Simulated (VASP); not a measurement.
Here is a VASP 6.6.1 calculation.

File INCAR:

```
ALGO = Normal
EDIFF = 1E-7
ENCUT = 520
GGA = PE
ISIF = 2
ISMEAR = 0
IVDW = 12
LASPH = True
LCHARG = True
LELF = True
LREAL = False
LVHAR = True
LWAVE = False
NBANDS = 35
NELM = 60
PREC = Accurate
SIGMA = 0.05
```

The input KPOINTS:

```
k-points
0
Gamma
  12 12 4
```

File POSCAR:

```
SnO2
1.0
    3.1575531076      0.0000000000      0.0000000000
   -1.5787765538      2.7345212049      0.0000000000
    0.0000000000      0.0000000000     10.1605007849
Sn O
2 4
Direct
   -0.1949598692      0.0000000000      0.5000000000
    0.1949598692      0.0000000000      0.0000000000
    0.4692314443      0.3333333333      0.4017901351
    0.8641018891      0.3333333333      0.0982098649
    0.1358981109      0.6666666667      0.5982098649
    0.5307685557      0.6666666667      0.9017901351
```

Potentials or basis: VASP PAW PBE potentials, release 64 (Sn_d, O).

The run is started by

```console
$ cat potpaw_PBE.64/Sn_d/POTCAR potpaw_PBE.64/O/POTCAR > POTCAR
$ mpirun -np 1 vasp_std > vasp.out
```

**Question.** What does it give for the dispersion energy per atom?

**Answer.** -0.174 eV.

**Question.** Estimate the band gap on the k mesh.

**Answer.** 2.51 eV, indirect (least direct gap 2.89 eV).

Stress tensor (GPa, compression positive):
```
10.67  0.00  0.00
 0.00 10.27  0.00
 0.00  0.00  3.53
```

Caveat: spin-orbit coupling is left out, which moves the levels of the heavy elements. A k mesh can miss the band edges.
